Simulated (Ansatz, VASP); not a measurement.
# BAs: VASP beside Ansatz

```
B As
1.0
     0.00000    2.38850    2.38850
     2.34073    0.00000    2.38850
     2.34073    2.38850    0.00000
B As
1 1
Direct
  0.00000 0.00000 0.00000
  0.75000 0.75000 0.75000
```

Change from the starting cell: strain -0.0200 x Voigt [1, 0, 0, 0, 0, 0], atoms carried along.

Alike in both runs: task single point; functional LDA; k mesh 10 × 10 × 10; occupations fermi-dirac, width 0.2 eV; no spin polarisation.

```csv
,VASP,Ansatz
version,VASP 6.6.1,Ansatz 0.2.0
potentials or method,"VASP PAW LDA potentials, release 64 (B, As), cutoff 500 eV","scalar-relativistic, plane waves, PAW"
valence electrons in the cell,8,18
```

VASP gave:

| Quantity | Value |
| --- | --- |
| gap on the k mesh at the Fermi level (eV) | 0.80 |
| least direct gap on the mesh (eV) | 3.06 |
| pressure (GPa) | -0.3 |
| traceless stress, the component that is largest in VASP (GPa) | 2.70 |

Estimate Ansatz's values.

gap on the k mesh at the Fermi level (eV): 0.81; least direct gap on the mesh (eV): 3.07; pressure (GPa): -1.2; traceless stress, the component that is largest in VASP (GPa): 2.72.

LDA's correlation is that of Perdew and Zunger in VASP and of Perdew and Wang (1992) in Ansatz. VASP's potentials hold 8 valence electrons a cell and Ansatz's 18, so a difference there can come from the potentials and not from the codes.
